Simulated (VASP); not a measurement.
A run of VASP 6.6.1 is set up as follows.

Contents of INCAR:

```
SYSTEM = SnGe2
ALGO     = Normal         ! electronic algorithm
EDIFF    = 1E-6           ! SCF threshold, eV
ENCUT    = 500            ! plane-wave cutoff, eV
GGA      = PE             ! functional
GGA_COMPAT= .False.      
ISIF     = 2              ! what is computed and relaxed
ISMEAR   = 0              ! smearing method
LASPH    = .True.         ! aspherical terms in the spheres
LCHARG   = .False.        ! write CHGCAR
LREAL    = .False.        ! projectors in reciprocal space
LWAVE    = .False.        ! write WAVECAR
NBANDS   = 28             ! bands
NELM     = 120            ! most SCF steps
PREC     = Accurate       ! precision mode
SIGMA    = 0.2            ! smearing width, eV
```

File KPOINTS:

```
k-points
0
Gamma
  5 5 5
  0 0 0
```

File POSCAR:

```
SnGe2
1.0
    5.2618743798      0.0000000034      0.0000000000
   -2.6309371929      4.5569168828      0.0000000000
    0.0000000000      0.0000000000      2.8250548422
Sn Ge
1 2
Direct
    0.0000000000      0.0000000000      0.5000000000
    0.3333333333      0.6666666667      0.5000000000
    0.6666666667      0.3333333333      0.5000000000
```

Potentials or basis: VASP PAW PBE potentials, release 64 (Sn_d, Ge_d).

Run with:

```console
$ cat potpaw_PBE.64/Sn_d/POTCAR potpaw_PBE.64/Ge_d/POTCAR > POTCAR
$ mpirun -np 1 vasp_std > vasp.out
```

Task: What does it give for the pressure?

Result: 0.2 GPa.

Task: Estimate the band gap on the k mesh.

Result: Zero (bands 21 and 22 overlap by 4.68 eV).

Stress tensor (GPa, compression positive):
```
 0.38  0.00  0.00
 0.00  0.38  0.00
 0.00  0.00 -0.02
```

Caveat: the k points lie up to 0.44 Å⁻¹ apart, too coarse for converged energies and pressures of a metal; spin-orbit coupling is left out, which moves the levels of the heavy elements.
